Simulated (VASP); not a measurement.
A run of VASP 6.6.1 is set up as follows.

INCAR

```
SYSTEM = Ga3Cl
PREC     = Accurate       ! precision mode
ENCUT    = 520            ! plane-wave cutoff, eV
EDIFF    = 1E-6           ! SCF threshold, eV
ISMEAR   = 1              ! smearing method
SIGMA    = 0.2427         ! smearing width, eV
LREAL    = .False.        ! projectors in reciprocal space
LASPH    = .True.         ! aspherical terms in the spheres
NELM     = 80             ! most SCF steps
ALGO     = Normal         ! electronic algorithm
ISIF     = 2              ! what is computed and relaxed
LWAVE    = .False.        ! write WAVECAR
LCHARG   = .True.         ! write CHGCAR
GGA      = PE             ! functional
LELF     = .True.         ! ELF
LVHAR    = .True.       
NBANDS   = 31             ! bands
```

File KPOINTS:

```
regular mesh
0
Gamma
  5 5 5
  0 0 0
```

File POSCAR:

```
Ga3Cl
1.0
    0.0000000000      4.1031134173      0.0000000000
    4.1031134173      0.0000000000      0.0000000000
    2.0515567086      2.0515567086     -5.4785608568
Ga Cl
3 1
Direct
    0.5000000000      0.5000000000      0.0000000000
    0.7500000000      0.2500000000      0.5000000000
    0.2500000000      0.7500000000      0.5000000000
    0.0000000000      0.0000000000      0.0000000000
```

Potentials or basis: VASP PAW PBE potentials, release 64 (Ga_d, Cl).

The run is started by

```bash
$ cat potpaw_PBE.64/Ga_d/POTCAR potpaw_PBE.64/Cl/POTCAR > POTCAR
$ mpirun -np 1 vasp_std > vasp.out
```

(1) Predict the pressure.

(2) Predict the band gap on the k mesh.

## Answers

(1) 0.0 GPa.

(2) zero (band 23 reaches 4.93 eV, above the bottom of band 24 at 3.21 eV).
